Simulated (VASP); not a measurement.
# Si2C3 in VASP: a series of runs

Runs on Si2C3. Level: PBE. Tasks: single point.

All numbers are computed with VASP 6.6.1; they aren't measurements. Logs are shortened: lines on timing, memory, paths and dates and some standing lists are left out, and cuts for length are marked.

### 1 The cell of the first run

It takes space group Pm-3m (No. 221, cubic). The conventional cell has a = 3.759 Å, b = 3.759 Å, c = 3.759 Å, α = 90.00°, β = 90.00°, γ = 90.00°. Si (site symmetry m-3m) has 6 C at 1.88 Å within 2.5 Å. Si (site symmetry m-3m) has 12 C at 2.66 Å and 8 Si at 3.26 Å within 3.5 Å. Within 2.5 Å of C (site symmetry 4/mmm) lie 2 Si at 1.88 Å.

### 2 Single point, PBE

INCAR

```
PREC     = Accurate       # precision mode
ENCUT    = 600            # plane-wave cutoff, eV
EDIFF    = 1E-6           # SCF threshold, eV
ISMEAR   = 0              # smearing method
SIGMA    = 0.2            # smearing width, eV
LREAL    = False          # projectors in reciprocal space
LASPH    = True           # aspherical terms in the spheres
NELM     = 120            # most SCF steps
ALGO     = Normal         # electronic algorithm
ISIF     = 2              # what is computed and relaxed
LWAVE    = False          # write WAVECAR
LCHARG   = True           # write CHGCAR
GGA      = PE             # functional
LELF     = True           # ELF
LVHAR    = True         
NBANDS   = 18             # bands
GGA_COMPAT= False
```

KPOINTS

```
Automatic mesh
0
Gamma
  4 4 4
```

POSCAR

```
Si2C3
1.0
    3.7590396915      0.0000000000      0.0000000000
    0.0000000000      3.7590396915      0.0000000000
    0.0000000000      0.0000000000      3.7590396915
Si C
2 3
Direct
    0.5000000000      0.5000000000      0.5000000000
    0.0000000000      0.0000000000      0.0000000000
    0.0000000000      0.5000000000      0.5000000000
    0.5000000000      0.0000000000      0.5000000000
    0.5000000000      0.5000000000      0.0000000000
```

Potentials or basis: VASP PAW PBE potentials, release 64 (Si, C).

The run is started by

```bash
$ cat potpaw_PBE.64/Si/POTCAR potpaw_PBE.64/C/POTCAR > POTCAR
$ mpirun -np 1 vasp_std > vasp.out
```

OUTCAR:

```text
PREC = Accurate
   ENCUT = 600
   EDIFF = 1E-6
   ISMEAR = 0
   LREAL = False
   LASPH = True
   NELM = 120
   ISIF = 2
   GGA = PE

 ion  position               nearest neighbor table
   1  0.500  0.500  0.500-   3 1.88   4 1.88   5 1.88   5 1.88   4 1.88   3 1.88
   2  0.000  0.000  0.000-
   3  0.000  0.500  0.500-   1 1.88   1 1.88
   4  0.500  0.000  0.500-   1 1.88   1 1.88
   5  0.500  0.500  0.000-   1 1.88   1 1.88

  LATTYP: Found a simple cubic cell.
 ALAT       =     3.7590396915

  Lattice vectors:

 A1 = (   3.7590396915,   0.0000000000,   0.0000000000)
 A2 = (   0.0000000000,   3.7590396915,   0.0000000000)
 A3 = (   0.0000000000,   0.0000000000,   3.7590396915)

Analysis of symmetry for initial positions (statically):
=====================================================================
 Subroutine PRICEL returns:
 Original cell was already a primitive cell.

 Routine SETGRP: Setting up the symmetry group for a
 simple cubic supercell.

 Subroutine GETGRP returns: Found 48 space group operations
 (whereof 48 operations were pure point group operations)
 out of a pool of 48 trial point group operations.

The static configuration has the point symmetry O_h .

Analysis of symmetry for dynamics (positions and initial velocities):
=====================================================================
 Subroutine PRICEL returns:
 Original cell was already a primitive cell.

 Routine SETGRP: Setting up the symmetry group for a
 simple cubic supercell.

 Subroutine GETGRP returns: Found 48 space group operations
 (whereof 48 operations were pure point group operations)
 out of a pool of 48 trial point group operations.

The dynamic configuration has the point symmetry O_h .

 Subroutine INISYM returns: Found 48 space group operations
 (whereof 48 operations are pure point group operations),
 and found     1 'primitive' translations

----------------------------------------------------------------------------------------

                                     Primitive cell

  volume of cell :      53.1167

  direct lattice vectors                    reciprocal lattice vectors
[... 73 lines left out ...]
   LNONCOLLINEAR =      F non collinear calculations
   LSORBIT =      F    spin-orbit coupling
   LASPH  =      T    aspherical Exc in radial PAW
   ENCUT  =  600.0 eV  44.10 Ry    6.64 a.u.   7.51  7.51  7.51*2*pi/ulx,y,z
   NELM   =    120;   NELMIN=  2; NELMDL= -5     # of ELM steps
   EDIFF  = 0.1E-05   stopping-criterion for ELM
   LREAL  =      F    real-space projection
   EDIFFG = 0.1E-04   stopping-criterion for IOM
   NSW    =      0    number of steps for IOM
   IBRION =     -1    ionic relax: 0-MD 1-quasi-New 2-CG
   NFREE  =      0    steps in history (QN), initial steepest desc. (CG)
   ISIF   =      2    stress and relaxation
   ISYM   =      2    0-nonsym 1-usesym 2-fastsym
   POTIM  = 0.5000    time-step for ionic-motion
   TEBEG  =    0.0;   TEEND  =   0.0 temperature during run
   PSTRESS=    0.0 pullay stress
   NELECT =      20.0000    total number of electrons
   NUPDOWN=      -1.0000    fix difference up-down
   EMIN   =  10.00;   EMAX   =-10.00  energy-range for DOS
   EFERMI =   0.00;   METHOD = LEGACY
   ISMEAR =     0;   SIGMA  =   0.20  broadening in eV -4-tet -1-fermi 0-gaus
   EFERMI_NEDOS =   21; number of points for ismear=-14 and -15
   IALGO  =     38    algorithm
   IMIX   =      4    mixing-type and parameters
     AMIX     =   0.40;   BMIX     =  1.00
     AMIX_MAG =   1.60;   BMIX_MAG =  1.00
  volume/ion in A,a.u.               =      10.62        71.69
  Fermi-wavevector in a.u.,A,eV,Ry     =   1.182155  2.233950 19.014026  1.397491
  Thomas-Fermi vector in A             =   2.318415
   LORBIT       =      0    0 simple, 1 ext, 2 COOP (PROOUT), +10 PAW based schemes
   GGA     = PE    functional components
   LHFCALC =     F    Hartree Fock is set to
   AEXX    =    0.0000 exact exchange contribution
   IVDW    =     0    specifies the selected vdW correction
   LEPSILON=     F    determine dielectric tensor
   LRPA    =     F    only Hartree local field effects (RPA)
 non-spin polarized calculation
 Gauss-broadening in eV      SIGMA  =   0.20
  energy-cutoff  :      600.00
  volume of cell :       53.12
 maximum number of plane-waves:      1800
   NGX = 15   NGY = 15   NGZ = 15

 number of electron      20.0000001 magnetization

 Free energy of the ion-electron system (eV)
  ---------------------------------------------------
  ext. energy  EPLUGINS =         0.00000000
  ---------------------------------------------------
  free energy    TOTEN  =       -28.07193071 eV

  energy without entropy =      -28.01861749  energy(sigma->0) =      -28.04527410

 E-fermi :   7.2432     XC(G=0): -11.3936

 val. band max:        7.2416580698   @ k =   0.5000   0.2500   0.0000
 cond. band min:       7.2669148525   @ k =   0.2500   0.0000   0.0000
 fundamental gap:      0.0252567827
 Fermi energy:         7.2432344679

 k-point     1 :       0.0000    0.0000    0.0000
  band No.  band energies     occupation
      1      -8.3453      2.00000
      2      -0.8245      2.00000
      3      -0.8245      2.00000
      4       0.8759      2.00000
      5       0.8759      2.00000
      6       0.8759      2.00000
[... 187 lines left out ...]
      5       1.4715      2.00000
      6       1.4715      2.00000
[... 10 lines left out ...]
     17      17.6383      0.00000
     18      17.6383      0.00000

------------------------ aborting loop because EDIFF is reached ----------------------------------------

  FORCE on cell =-STRESS in cart. coord.  units (eV):
  Direction    XX          YY          ZZ          XY          YZ          ZX
  --------------------------------------------------------------------------------------
  -------------------------------------------------------------------------------------
  Total       -0.1941802     -0.1941802     -0.1941802     -0.0000000     -0.0000000      0.0000000
  in kB       -5.8571296     -5.8571296     -5.8571296     -0.0000000     -0.0000000      0.0000000
  external PRESSURE =      -5.8571296 kB  Pullay stress =       0.0000000 kB

 VOLUME and BASIS-vectors are now :
 -----------------------------------------------------------------------------
  energy-cutoff  :      600.00
  volume of cell :       53.12
      direct lattice vectors                 reciprocal lattice vectors
     3.759039691  0.000000000  0.000000000     0.266025390  0.000000000  0.000000000
     0.000000000  3.759039691  0.000000000     0.000000000  0.266025390  0.000000000
     0.000000000  0.000000000  3.759039691     0.000000000  0.000000000  0.266025390

 POSITION                                       TOTAL-FORCE (eV/Angst)
 -----------------------------------------------------------------------------------
      1.87952      1.87952      1.87952         0.000000      0.000000      0.000000
      0.00000      0.00000      0.00000         0.000000      0.000000      0.000000
      0.00000      1.87952      1.87952         0.000000      0.000000      0.000000
      1.87952      0.00000      1.87952         0.000000      0.000000      0.000000
      1.87952      1.87952      0.00000         0.000000      0.000000      0.000000
 -----------------------------------------------------------------------------------
    total drift:                                0.000000      0.000000     -0.000000

  FREE ENERGIE OF THE ION-ELECTRON SYSTEM (eV)
  ---------------------------------------------------
  free  energy   TOTEN  =       -28.0719307083 eV

  energy  without entropy=      -28.0186174914  energy(sigma->0) =      -28.04527410
```

OSZICAR:

```text
N       E                     dE             d eps       ncg     rms          rms(c)
DAV:   1     0.421505399698E+02    0.42151E+02   -0.98828E+03   360   0.109E+03
DAV:   2    -0.270924890410E+02   -0.69243E+02   -0.65859E+02   506   0.172E+02
DAV:   3    -0.303713736474E+02   -0.32789E+01   -0.32105E+01   434   0.345E+01
DAV:   4    -0.303997339247E+02   -0.28360E-01   -0.28344E-01   484   0.373E+00
DAV:   5    -0.304000206478E+02   -0.28672E-03   -0.28669E-03   426   0.363E-01    0.108E+01
DAV:   6    -0.281063927408E+02    0.22936E+01   -0.55724E+00   392   0.106E+01    0.493E+00
DAV:   7    -0.280877545694E+02    0.18638E-01   -0.36915E-01   416   0.353E+00    0.264E+00
DAV:   8    -0.280728295364E+02    0.14925E-01   -0.33747E-02   454   0.108E+00    0.282E-01
DAV:   9    -0.280720134025E+02    0.81613E-03   -0.32297E-03   428   0.326E-01    0.112E-01
DAV:  10    -0.280719315422E+02    0.81860E-04   -0.63441E-04   422   0.128E-01    0.678E-02
DAV:  11    -0.280719313453E+02    0.19693E-06   -0.51982E-05   404   0.388E-02    0.260E-02
DAV:  12    -0.280719307083E+02    0.63701E-06   -0.58042E-06   422   0.165E-02
   1 F= -.28071931E+02 E0= -.28045274E+02  d E =-.533132E-01
```

stdout:

```text
POSCAR found type information on POSCAR SiC
 POSCAR found :  2 types and       5 ions
 scaLAPACK will be used
 LDA part: xc-table for (Slater+PW92), standard interpolation
 POSCAR, INCAR and KPOINTS ok, starting setup
 FFT: planning ... GRIDC
 FFT: planning ... GRID_SOFT
 FFT: planning ... GRID
 WAVECAR not read
 entering main loop
```

Wall time 8.8 s (1 thread of Intel Xeon Platinum 8375C at 2.90GHz (Ice Lake), shared host); peak memory 0.16 GiB.

Results:

| Quantity | Value |
| --- | --- |
| Free energy | -28.0719 eV |
| Pressure | -0.6 GPa |
| Band gap on the k mesh | zero (band 10 reaches 7.66 eV, above the bottom of band 11 at 6.96 eV) |

Caveat: the k points lie up to 0.42 Å⁻¹ apart.

### 3 Single point, PBE

INCAR

```
SYSTEM = Si2C3
PREC = Accurate ; ENCUT = 600
EDIFF = 1E-6 ; ISMEAR = 0
SIGMA = 0.2 ; LREAL = .FALSE.
LASPH = .TRUE. ; NELM = 120
ALGO = Normal ; ISIF = 2
LWAVE = .FALSE. ; LCHARG = .FALSE.
GGA = PE ; NBANDS = 18
GGA_COMPAT = .FALSE.
```

KPOINTS

```
Automatic mesh
0
G
  4 4 4
  0 0 0
```

POSCAR

```
Si2C3
1.0
    3.7584590223      0.0000000000      0.0000000000
    0.0000000000      3.7584590223      0.0000000000
    0.0000000000      0.0000000000      3.7584590223
Si C
2 3
Direct
    0.0000000000      0.0000000000      0.0000000000
    0.5000000000      0.5000000000      0.5000000000
    0.5000000000      0.0000000000      0.0000000000
    0.0000000000      0.5000000000      0.0000000000
    0.0000000000      0.0000000000      0.5000000000
```

Potentials or basis: VASP PAW PBE potentials, release 64 (Si, C).

The run is started by

```bash
$ cat potpaw_PBE.64/Si/POTCAR potpaw_PBE.64/C/POTCAR > POTCAR
$ mpirun -np 1 vasp_std > vasp.out
```

It took 8.8 s on 1 thread of Intel Xeon Platinum 8375C at 2.90GHz (Ice Lake), shared host; peak memory 0.16 GiB.

The run converged. Its results:

| Quantity | Value |
| --- | --- |
| Free energy | -28.0720 eV |
| Pressure | -0.5 GPa |
| Band gap on the k mesh | zero (band 10 reaches 7.67 eV, above the bottom of band 11 at 6.96 eV) |

Levels at points of the mesh, in eV from the Fermi level:
| k point | band 6 | band 7 | band 8 | band 9 | band 10 | band 11 | band 12 | band 13 | band 14 | band 15 |
| --- | --- | --- | --- | --- | --- | --- | --- | --- | --- | --- |
| (0.00, 0.00, 0.00) | -6.37 | -4.76 | 0.33 | 0.33 | 0.33 | 0.97 | 0.97 | 0.97 | 6.61 | 7.05 |
| (0.50, 0.00, 0.00) | -4.79 | -3.21 | -2.20 | -2.20 | -0.74 | 1.23 | 1.23 | 2.36 | 2.38 | 5.20 |
| (0.50, 0.50, 0.00) | -4.47 | -1.48 | -1.48 | -1.19 | -1.19 | 0.25 | 0.25 | 2.11 | 3.20 | 5.58 |
| (0.50, 0.50, 0.50) | -5.77 | -5.77 | -5.55 | 0.32 | 0.32 | 3.36 | 3.36 | 3.36 | 7.06 | 7.06 |

Caveat: the k points lie up to 0.42 Å⁻¹ apart.

### 4 Single point, PBE

INCAR

```
SYSTEM = Si2C3
ALGO = Normal ; EDIFF = 1E-6
ENCUT = 600 ; GGA = PE
GGA_COMPAT = .False. ; ISIF = 2
ISMEAR = 0 ; LASPH = .True.
LCHARG = .False. ; LREAL = .False.
LWAVE = .False. ; NBANDS = 18
NELM = 120 ; PREC = Accurate
SIGMA = 0.2
```

KPOINTS

```
k-points
0
Gamma
  4 4 4
  0 0 0
```

POSCAR

```
Si2C3
1.0
    3.7601744767      0.0000000000      0.0000000000
    0.0000000000      3.7601744767      0.0000000000
    0.0000000000      0.0000000000      3.7530025839
Si C
2 3
Direct
    0.0000000000      0.0000000000      0.0000000000
    0.5000000000      0.5000000000      0.5000000000
    0.5000000000      0.0000000000      0.5000000000
    0.0000000000      0.5000000000      0.5000000000
    0.5000000000      0.5000000000      0.0000000000
```

The run is started by

```bash
$ cat potpaw_PBE.64/Si/POTCAR potpaw_PBE.64/C/POTCAR > POTCAR
$ mpirun -np 1 vasp_std > vasp.out
```

Run time: 16 s. Hardware: 1 thread of Intel Xeon Platinum 8375C at 2.90GHz (Ice Lake), shared host; peak memory 0.16 GiB.

Results (log left out):

```
Free energy            : -28.0720 eV
Pressure               : -0.4 GPa
Band gap on the k mesh : zero (band 10 reaches 7.67 eV, above the bottom of band 11 at 6.96 eV)
```

Stress tensor (GPa, compression positive):
```
-0.58  0.00  0.00
 0.00 -0.58  0.00
 0.00  0.00 -0.16
```

Levels at points of the mesh, in eV from the Fermi level:
```
           k point  band 6  band 7  band 8  band 9  band 10  band 11  band 12  band 13  band 14  band 15
(0.00, 0.00, 0.00)   -6.37   -4.75    0.32    0.33     0.33     0.97     0.97     0.97     6.62     7.05
(0.50, 0.00, 0.00)   -4.78   -3.20   -2.21   -2.19    -0.74     1.23     1.24     2.36     2.38     5.21
(0.50, 0.50, 0.00)   -4.48   -1.47   -1.47   -1.18    -1.18     0.25     0.27     2.12     3.19     5.56
(0.00, 0.00, 0.50)   -4.80   -3.23   -2.21   -2.21    -0.75     1.23     1.23     2.39     2.39     5.19
(0.50, 0.00, 0.50)   -4.46   -1.49   -1.49   -1.20    -1.19     0.24     0.25     2.11     3.20     5.58
(0.50, 0.50, 0.50)   -5.78   -5.78   -5.55    0.31     0.32     3.36     3.37     3.37     7.06     7.06
```

Caveat: the k points lie up to 0.42 Å⁻¹ apart.

### 5 The runs side by side

```tsv
cell	gap on the mesh (eV)	pressure (GPa)
a = 3.759 Å, 5 atoms	none	-0.6
a = 3.758 Å, 5 atoms	none	-0.5
a = 3.760, b = 3.760, c = 3.753 Å, 5 atoms	none	-0.4
```

Alike in all rows: task single point; level PBE; potentials or basis VASP PAW PBE potentials, release 64 (Si, C); no spin polarisation; k mesh 4 × 4 × 4; cutoff (eV) 600; smearing gaussian 0.2 eV.

Caveats: all runs use coarse meshes.

Total energies depend on the potentials used, so only differences within one code and one set of settings carry meaning.
